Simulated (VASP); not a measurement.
# CuSi16 (a cell with a defect) in VASP: a series of runs

The runs below take CuSi16 (a cell with a defect) through single point, with PBEsol.

All numbers are computed with VASP 6.6.1; they aren't measurements. Logs are shortened: lines on timing, memory, paths and dates and some standing lists are left out, and cuts for length are marked.

## Step 1: The cell of the first run

The cell holds a defect, 17 atoms: a = 7.679 Å, b = 7.679 Å, c = 7.679 Å, α = 60.00°, β = 60.00°, γ = 60.00°.

## Step 2: Single point, PBEsol

INCAR

```
PREC     = Accurate       # precision mode
ENCUT    = 520            # plane-wave cutoff, eV
EDIFF    = 1E-6           # SCF threshold, eV
ISMEAR   = -1             # smearing method
SIGMA    = 0.02           # smearing width, eV
LREAL    = Auto         
LASPH    = True           # aspherical terms in the spheres
NELM     = 100            # most SCF steps
ALGO     = Normal         # electronic algorithm
ISIF     = 2              # what is computed and relaxed
LWAVE    = False          # write WAVECAR
LCHARG   = True           # write CHGCAR
GGA      = PS             # functional
LELF     = True           # ELF
LVHAR    = True         
NBANDS   = 52             # bands
NELECT   = 74.0
```

KPOINTS

```
regular mesh
0
Gamma
  2 2 2
```

POSCAR

```
CuSi16
1.0
    0.0000000000      5.4300000000      5.4300000000
    5.4300000000      0.0000000000      5.4300000000
    5.4300000000      5.4300000000      0.0000000000
Si Cu
16 1
Direct
    0.0497145488      0.0000644567      0.0249263352
    0.2033609576      0.1174493554      0.1214456722
    0.0073756906      0.0138581952      0.4922744015
    0.1324769797      0.0924401473      0.6565285451
    0.0766758748      0.5082228361     -0.0374309392
    0.1730755064      0.6314732965      0.1125230203
    0.0312799263      0.4729742173      0.4975966851
    0.1783977901      0.6258011050      0.5835359116
    0.5743646409     -0.0133149171     -0.0237937385
    0.6796869245      0.0982136280      0.1317127072
    0.5167403315     -0.0094659300      0.4890423573
    0.6289502762      0.1493738490      0.6027440147
    0.5551012891      0.4579373849     -0.0124493554
    0.7237569061      0.5956906077      0.0507550645
    0.5514272560      0.5277071823      0.4226427256
    0.6652854512      0.5951933702      0.6128176796
    0.7874401473      0.7800920810      0.6381031308
```

Potentials or basis: VASP PAW PBE potentials, release 64 (Si, Cu).

Started as:

```sh
cat potpaw_PBE.64/Si/POTCAR potpaw_PBE.64/Cu/POTCAR > POTCAR
mpirun -np 1 vasp_std > vasp.out
```

OUTCAR:

```text
PREC = Accurate
   ENCUT = 520
   EDIFF = 1E-6
   ISMEAR = -1
   LREAL = Auto
   LASPH = True
   NELM = 100
   ISIF = 2
   GGA = PS
   NELECT = 74.0

 ion  position               nearest neighbor table
   1  0.050  0.000  0.025-   2 2.32   6 2.33  10 2.34   4 2.36
   2  0.203  0.117  0.121-   1 2.32   9 2.33   3 2.38   5 2.46
   3  0.007  0.014  0.492-   4 2.33  12 2.38   2 2.38   8 2.45  17 2.54
   4  0.132  0.092  0.657-   3 2.33   1 2.36   7 2.40  11 2.42
   5  0.077  0.508  0.963-  14 2.25   6 2.33   8 2.39   2 2.46
   6  0.173  0.631  0.113-   5 2.33   1 2.33  13 2.42   7 2.43
   7  0.031  0.473  0.498-  16 2.30   4 2.40   6 2.43   8 2.44  17 2.52
   8  0.178  0.626  0.584-  15 2.35   5 2.39   7 2.44   3 2.45  17 2.50
   9  0.574  0.987  0.976-   2 2.33  10 2.34  12 2.39  14 2.48
  10  0.680  0.098  0.132-  11 2.26  13 2.26   1 2.34   9 2.34
  11  0.517  0.991  0.489-  10 2.26  17 2.33  12 2.42   4 2.42  16 2.48
  12  0.629  0.149  0.603-   3 2.38   9 2.39  17 2.39  15 2.40  11 2.42
  13  0.555  0.458  0.988-  10 2.26  16 2.35  14 2.35   6 2.42
  14  0.724  0.596  0.051-   5 2.25  13 2.35  15 2.37   9 2.48  17 2.63
  15  0.551  0.528  0.423-   8 2.35  14 2.37  16 2.38  12 2.40
  16  0.665  0.595  0.613-  17 2.17   7 2.30  13 2.35  15 2.38  11 2.48
  17  0.787  0.780  0.638-  16 2.17  11 2.33  12 2.39   8 2.50   7 2.52   3 2.54  14 2.63

  LATTYP: Found a face centered cubic cell.
 ALAT       =    10.8600000000

  Lattice vectors:

 A1 = (   0.0000000000,   5.4300000000,   5.4300000000)
 A2 = (   5.4300000000,   0.0000000000,   5.4300000000)
 A3 = (   5.4300000000,   5.4300000000,   0.0000000000)

Analysis of symmetry for initial positions (statically):
=====================================================================
 Subroutine PRICEL returns:
 Original cell was already a primitive cell.

 Routine SETGRP: Setting up the symmetry group for a
 face centered cubic supercell.

 Subroutine GETGRP returns: Found  1 space group operations
 (whereof  1 operations were pure point group operations)
 out of a pool of 48 trial point group operations.

The static configuration has the point symmetry C_1 .

Analysis of symmetry for dynamics (positions and initial velocities):
=====================================================================
 Subroutine PRICEL returns:
 Original cell was already a primitive cell.

 Routine SETGRP: Setting up the symmetry group for a
 face centered cubic supercell.

 Subroutine GETGRP returns: Found  1 space group operations
 (whereof  1 operations were pure point group operations)
 out of a pool of 48 trial point group operations.

The dynamic configuration has the point symmetry C_1 .

 Subroutine INISYM returns: Found  1 space group operations
 (whereof  1 operations are pure point group operations),
 and found     1 'primitive' translations

----------------------------------------------------------------------------------------

                                     Primitive cell

  volume of cell :     320.2060

  direct lattice vectors                    reciprocal lattice vectors
     0.000000000  5.430000000  5.430000000    -0.092081031  0.092081031  0.092081031
     5.430000000  0.000000000  5.430000000     0.092081031 -0.092081031  0.092081031
     5.430000000  5.430000000  0.000000000     0.092081031  0.092081031 -0.092081031

  length of vectors
     7.679179644  7.679179644  7.679179644     0.159489025  0.159489025  0.159489025

  position of ions in fractional coordinates (direct lattice)
     0.049714549  0.000064457  0.024926335
     0.203360958  0.117449355  0.121445672
     0.007375691  0.013858195  0.492274401
     0.132476980  0.092440147  0.656528545
     0.076675875  0.508222836  0.962569061
     0.173075506  0.631473296  0.112523020
[... 9 lines left out ...]
     0.665285451  0.595193370  0.612817680
     0.787440147  0.780092081  0.638103131

  ion indices of the primitive-cell ions
   primitive index   ion index
                 1           1
                 2           2
                 3           3
                 4           4
                 5           5
                 6           6
[... 9 lines left out ...]
                16          16
                17          17

----------------------------------------------------------------------------------------

 KPOINTS: regular mesh

Automatic generation of k-mesh.
 Grid dimensions read from file:
 generate k-points for:    2    2    2

 Generating k-lattice:

  Cartesian coordinates                     Fractional coordinates (reciprocal lattice)
    -0.046040516  0.046040516  0.046040516     0.500000000  0.000000000  0.000000000
     0.046040516 -0.046040516  0.046040516     0.000000000  0.500000000  0.000000000
     0.046040516  0.046040516 -0.046040516     0.000000000  0.000000000  0.500000000

  Length of vectors
     0.079744512  0.079744512  0.079744512

  Shift w.r.t. Gamma in fractional coordinates (k-lattice)
     0.000000000  0.000000000  0.000000000

 Subroutine IBZKPT returns following result:
 ===========================================

 Found      8 irreducible k-points:

 Following reciprocal coordinates:
            Coordinates               Weight
  0.000000  0.000000  0.000000      1.000000
  0.500000  0.000000  0.000000      1.000000
  0.000000  0.500000  0.000000      1.000000
  0.000000  0.000000  0.500000      1.000000
  0.500000  0.500000  0.500000      1.000000
  0.500000  0.500000  0.000000      1.000000
  0.000000  0.500000  0.500000      1.000000
  0.500000  0.000000  0.500000      1.000000
   k-points           NKPTS =      8   k-points in BZ     NKDIM =      8   number of bands    NBANDS=     52
   number of dos      NEDOS =    301   number of ions     NIONS =     17
   total plane-waves  NPLWV = 216000
   dimension x,y,z NGX =    60 NGY =   60 NGZ =   60
   dimension x,y,z NGXF=   120 NGYF=  120 NGZF=  120
   ions per type =              16   1
   NGX,Y,Z   is equivalent  to a cutoff of  12.99, 12.99, 12.99 a.u.
   NGXF,Y,Z  is equivalent  to a cutoff of  25.98, 25.98, 25.98 a.u.
 SYSTEM =  unknown system
   PREC   = accura    normal or accurate (medium, high low for compatibility)
   ISTART =      0    job   : 0-new  1-cont  2-samecut
   ICHARG =      2    charge: 1-file 2-atom 10-const
   ISPIN  =      1    spin polarized calculation?
   LNONCOLLINEAR =      F non collinear calculations
   LSORBIT =      F    spin-orbit coupling
   LASPH  =      T    aspherical Exc in radial PAW
   ENCUT  =  520.0 eV  38.22 Ry    6.18 a.u.  14.28 14.28 14.28*2*pi/ulx,y,z
   NELM   =    100;   NELMIN=  2; NELMDL= -5     # of ELM steps
   EDIFF  = 0.1E-05   stopping-criterion for ELM
   LREAL  =      T    real-space projection
   EDIFFG = 0.1E-04   stopping-criterion for IOM
   NSW    =      0    number of steps for IOM
   IBRION =     -1    ionic relax: 0-MD 1-quasi-New 2-CG
   NFREE  =      0    steps in history (QN), initial steepest desc. (CG)
   ISIF   =      2    stress and relaxation
   ISYM   =      2    0-nonsym 1-usesym 2-fastsym
   POTIM  = 0.5000    time-step for ionic-motion
   TEBEG  =    0.0;   TEEND  =   0.0 temperature during run
   PSTRESS=    0.0 pullay stress
   NELECT =      74.0000    total number of electrons
   NUPDOWN=      -1.0000    fix difference up-down
   EMIN   =  10.00;   EMAX   =-10.00  energy-range for DOS
   EFERMI =   0.00;   METHOD = LEGACY
   ISMEAR =    -1;   SIGMA  =   0.02  broadening in eV -4-tet -1-fermi 0-gaus
   EFERMI_NEDOS =   21; number of points for ismear=-14 and -15
   IALGO  =     38    algorithm
   IMIX   =      4    mixing-type and parameters
     AMIX     =   0.40;   BMIX     =  1.00
     AMIX_MAG =   1.60;   BMIX_MAG =  1.00
  volume/ion in A,a.u.               =      18.84       127.11
  Fermi-wavevector in a.u.,A,eV,Ry     =   1.004636  1.898488 13.732283  1.009294
  Thomas-Fermi vector in A             =   2.137265
   LORBIT       =      0    0 simple, 1 ext, 2 COOP (PROOUT), +10 PAW based schemes
   GGA     = PS    functional components
   LHFCALC =     F    Hartree Fock is set to
   AEXX    =    0.0000 exact exchange contribution
   IVDW    =     0    specifies the selected vdW correction
   LEPSILON=     F    determine dielectric tensor
   LRPA    =     F    only Hartree local field effects (RPA)
 non-spin polarized calculation
  energy-cutoff  :      520.00
  volume of cell :      320.21
 maximum number of plane-waves:      8646
 NGX is ok and might be reduce to    60
   NGX = 29   NGY = 29   NGZ = 29

 number of electron      73.9999995 magnetization

 Free energy of the ion-electron system (eV)
  ---------------------------------------------------
  ext. energy  EPLUGINS =         0.00000000
  ---------------------------------------------------
  free energy    TOTEN  =       -99.18839720 eV

  energy without entropy =      -99.18832976  energy(sigma->0) =      -99.18836348

 E-fermi :   6.3604     XC(G=0):  -9.7835

 val. band max:        6.2186487821   @ k =   0.0000   0.0000   0.0000
 cond. band min:       6.5022224981   @ k =   0.0000   0.0000   0.0000
 fundamental gap:      0.2835737160
 Fermi energy:         6.3604382823

 k-point     1 :       0.0000    0.0000    0.0000
  band No.  band energies     occupation
      1      -5.9687      2.00000
      2      -3.6373      2.00000
      3      -3.5781      2.00000
      4      -3.5609      2.00000
      5      -3.3958      2.00000
      6      -2.0016      2.00000
[... 41 lines left out ...]
     48       8.3378      0.00000
     49       8.6347      0.00000

 k-point     2 :       0.5000    0.0000    0.0000
  band No.  band energies     occupation
      1      -5.3759      2.00000
      2      -4.8803      2.00000
      3      -3.3939      2.00000
      4      -3.3372      2.00000
      5      -3.2723      2.00000
      6      -3.1099      2.00000
[... 304 lines left out ...]
 k-point     8 :       0.5000    0.0000    0.5000
  band No.  band energies     occupation
      1      -5.0261      2.00000
      2      -4.7892      2.00000
      3      -3.9695      2.00000
      4      -3.8948      2.00000
      5      -3.7462      2.00000
      6      -3.6713      2.00000
[... 41 lines left out ...]
     48      10.2044      0.00000
     49      10.2568      0.00000
 [bands above 49 left out]

------------------------ aborting loop because EDIFF is reached ----------------------------------------

  FORCE on cell =-STRESS in cart. coord.  units (eV):
  Direction    XX          YY          ZZ          XY          YZ          ZX
  --------------------------------------------------------------------------------------
  -------------------------------------------------------------------------------------
  Total       -7.7107788     -6.6384818     -7.1459910     -0.6370811      3.0631600      1.2548353
  in kB      -38.5815206    -33.2161937    -35.7555584     -3.1876881     15.3267749      6.2786727
  external PRESSURE =     -35.8510909 kB  Pullay stress =       0.0000000 kB

 VOLUME and BASIS-vectors are now :
 -----------------------------------------------------------------------------
  energy-cutoff  :      520.00
  volume of cell :      320.21
      direct lattice vectors                 reciprocal lattice vectors
     0.000000000  5.430000000  5.430000000    -0.092081031  0.092081031  0.092081031
     5.430000000  0.000000000  5.430000000     0.092081031 -0.092081031  0.092081031
     5.430000000  5.430000000  0.000000000     0.092081031  0.092081031 -0.092081031

 POSITION                                       TOTAL-FORCE (eV/Angst)
 -----------------------------------------------------------------------------------
      0.13570      0.40530      0.27030        -0.566538     -0.354527     -0.114955
      1.29720      1.76370      1.74200         0.735208     -0.488505      0.149960
      2.74830      2.71310      0.11530        -0.426943      0.333010      0.153612
      4.06690      4.28430      1.22130         0.023069      0.222559      0.952203
      7.98640      5.64310      3.17600        -1.190713      0.806204      0.215715
      4.03990      1.55080      4.36870        -0.143105      0.945192     -0.505421
[... 9 lines left out ...]
      6.55950      6.94010      6.84440        -0.563717     -1.191398     -1.420016
      7.70080      7.74070      8.51170         0.514531      0.986351      1.167341
 -----------------------------------------------------------------------------------
    total drift:                               -0.001705     -0.001773      0.003966

  FREE ENERGIE OF THE ION-ELECTRON SYSTEM (eV)
  ---------------------------------------------------
  free  energy   TOTEN  =       -99.1883971958 eV

  energy  without entropy=      -99.1883297602  energy(sigma->0) =      -99.18836348
```

Run time: 3.8 min. Hardware: 1 thread of Intel Xeon 6975P-C (Granite Rapids), shared host; peak memory 0.49 GiB.

What came out:

```yaml
Free_energy: -99.1884 eV
Largest_force: 1.937 eV/Å
```

Forces on the atoms (eV/Å):
```
Si  -0.567 -0.355 -0.115
Si   0.735 -0.489  0.150
Si  -0.427  0.333  0.154
Si   0.023  0.223  0.952
Si  -1.191  0.806  0.216
Si  -0.143  0.945 -0.505
Si  -0.792  0.454  0.969
Si   0.288 -0.034 -0.402
Si  -0.510 -0.181 -0.249
Si  -0.836 -0.007 -0.010
Si   1.085 -0.024 -0.947
Si   0.248 -0.053  0.252
Si   0.838 -1.038  0.326
Si   1.267 -0.750 -0.251
Si   0.031  0.374 -0.287
Si  -0.564 -1.191 -1.420
Cu   0.515  0.986  1.167
```

Caveat: the k points lie up to 0.50 Å⁻¹ apart; the cell carries a net charge on a neutralising background, which shifts energy and pressure; the cell is charged against a uniform background, so pressure and absolute levels hang on convention; the PAW data sets were made with another functional, which shifts forces and pressure a little.

## Step 3: Single point, PBEsol

INCAR

```
PREC = Accurate
ENCUT = 520
EDIFF = 1E-6
ISMEAR = -1
SIGMA = 0.02
LREAL = Auto
LASPH = T
NELM = 80
ALGO = Normal
ISIF = 2
LWAVE = F
LCHARG = F
GGA = PS
NELECT = 74.0
NBANDS = 52
```

KPOINTS is that of step 2.

POSCAR

```
CuSi16
1.0
    0.0000000000      5.4300000000      5.4300000000
    5.4300000000      0.0000000000      5.4300000000
    5.4300000000      5.4300000000      0.0000000000
Si Cu
16 1
Direct
    0.0742633517     -0.0108195212      0.0035082873
    0.1949079190      0.1252946593      0.1437845304
    0.0901197053     -0.0172099448      0.5065653775
    0.1848895028      0.1250552486      0.6316850829
    0.0259023941      0.5133793738      0.0371731123
    0.1932320442      0.6256261510      0.1174861878
    0.0828176796      0.4839963168      0.4782504604
    0.1916390424      0.6028913444      0.6401104972
    0.5683701657     -0.0056077348     -0.0298066298
    0.6824493554      0.1127440147      0.1149907919
    0.5690791897     -0.0092817680      0.4830755064
    0.7217311234      0.1338305709      0.5853591160
    0.5815377532      0.4828453039     -0.0277992634
    0.6561970534      0.6248158379      0.1208747698
    0.5537016575      0.5104419890      0.4855801105
    0.6801841621      0.6223204420      0.6106629834
    0.8277071823      0.7685359116      0.6836924494
```

Potentials or basis: VASP PAW PBE potentials, release 64 (Si, Cu).

Started as:

```sh
cat potpaw_PBE.64/Si/POTCAR potpaw_PBE.64/Cu/POTCAR > POTCAR
mpirun -np 1 vasp_std > vasp.out
```

It took 3.6 min on 1 thread of Intel Xeon 6975P-C (Granite Rapids), shared host; peak memory 0.49 GiB.

It converged, with:

```yaml
Free_energy: -99.0014 eV
Largest_force: 1.940 eV/Å
```

Forces on the atoms (eV/Å):
```
Si   1.508 -0.232  0.393
Si  -0.790 -1.508  0.116
Si  -0.461 -0.010 -0.388
Si  -0.332  1.286  0.076
Si  -1.937 -0.039 -0.100
Si  -0.638  0.313  0.687
Si   1.711 -0.208 -0.145
Si   0.687  0.206 -0.707
Si   0.607 -0.164  0.438
Si  -0.989  0.508  0.511
Si   1.056 -0.303  0.336
Si   0.738 -0.674 -0.678
Si   0.776 -0.116 -1.193
Si  -0.132  0.056  0.710
Si  -0.654  0.350 -0.577
Si  -1.034  0.313  0.565
Cu  -0.115  0.223 -0.045
```

Levels at points of the mesh, in eV from the Fermi level:
| k point | band 35 | band 36 | band 37 | band 38 | band 39 | band 40 |
| --- | --- | --- | --- | --- | --- | --- |
| (0.00, 0.00, 0.00) | -0.64 | -0.31 | -0.15 | 0.15 | 0.39 | 0.50 |
| (0.50, 0.00, 0.00) | -0.82 | -0.81 | -0.59 | 0.34 | 0.80 | 1.03 |
| (0.00, 0.50, 0.00) | -0.78 | -0.70 | -0.49 | 0.42 | 0.95 | 1.04 |
| (0.00, 0.00, 0.50) | -0.72 | -0.66 | -0.45 | 0.44 | 0.99 | 1.07 |
| (0.50, 0.50, 0.50) | -0.81 | -0.65 | -0.45 | 0.43 | 0.88 | 1.09 |
| (0.50, 0.50, 0.00) | -1.34 | -1.11 | -0.98 | 0.54 | 0.93 | 1.83 |
| (0.00, 0.50, 0.50) | -1.32 | -1.06 | -1.02 | 0.56 | 0.88 | 1.85 |
| (0.50, 0.00, 0.50) | -1.30 | -1.22 | -0.97 | 0.58 | 0.92 | 1.85 |

Caveat: the k points lie up to 0.50 Å⁻¹ apart; the cell carries a net charge on a neutralising background, which shifts energy and pressure; the cell is charged against a uniform background, so pressure and absolute levels hang on convention; the PAW data sets were made with another functional, which shifts forces and pressure a little.
